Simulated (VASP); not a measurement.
CdIn2O4:

```
CELL_PARAMETERS angstrom
0.00000 4.58300 4.58300
4.58300 0.00000 4.58300
4.58300 4.58300 0.00000
ATOMIC_POSITIONS crystal
Cd 0.50000 0.50000 0.50000
Cd 0.75000 0.75000 0.75000
In 0.12500 0.12500 0.12500
In 0.62500 0.12500 0.12500
In 0.12500 0.12500 0.62500
In 0.12500 0.62500 0.12500
O 0.36500 0.36500 0.36500
O 0.34500 0.88500 0.88500
O 0.36500 0.36500 0.90500
O 0.88500 0.34500 0.88500
O 0.90500 0.36500 0.36500
O 0.88500 0.88500 0.88500
O 0.36500 0.90500 0.36500
O 0.88500 0.88500 0.34500
```

* Program: VASP 6.6.1
* Task: relaxation of the atoms
* Functional: PBE
* Potentials or basis: VASP PAW PBE potentials, release 64 (Cd, In_d, O)
* Cutoff: 520 eV
* k mesh: 4 × 4 × 4
* Occupations: fermi-dirac, width 0.02 eV
* Spin: no spin polarisation

At the start: pressure 6.8 GPa; volume 13.75 Å³/atom.

Where does the relaxation end?

Over 3 steps the energy falls by 10.0 meV/atom; space group Fd-3m (No. 227, to 0.05 Å).

The path:
| step | energy change (eV) | largest force (eV/Å) | pressure (GPa) |
| --- | --- | --- | --- |
| 1 | 0.0000 | 0.8816 | 6.85 |
| 2 | -0.1389 | 0.0585 | 7.80 |
| 3 | -0.1395 | 0.0001 | 7.73 |

Final structure:
```
Cd In O
1.0
     0.00000    4.58300    4.58300
     4.58300    0.00000    4.58300
     4.58300    4.58300    0.00000
Cd In O
2 4 8
Direct
  0.50000 0.50000 0.50000
  0.75000 0.75000 0.75000
  0.12500 0.12500 0.12500
  0.62500 0.12500 0.12500
  0.12500 0.12500 0.62500
  0.12500 0.62500 0.12500
  0.36249 0.36249 0.36249
  0.33747 0.88751 0.88751
  0.36249 0.36249 0.91253
  0.88751 0.33747 0.88751
  0.91253 0.36249 0.36249
  0.88751 0.88751 0.88751
  0.36249 0.91253 0.36249
  0.88751 0.88751 0.33747
```
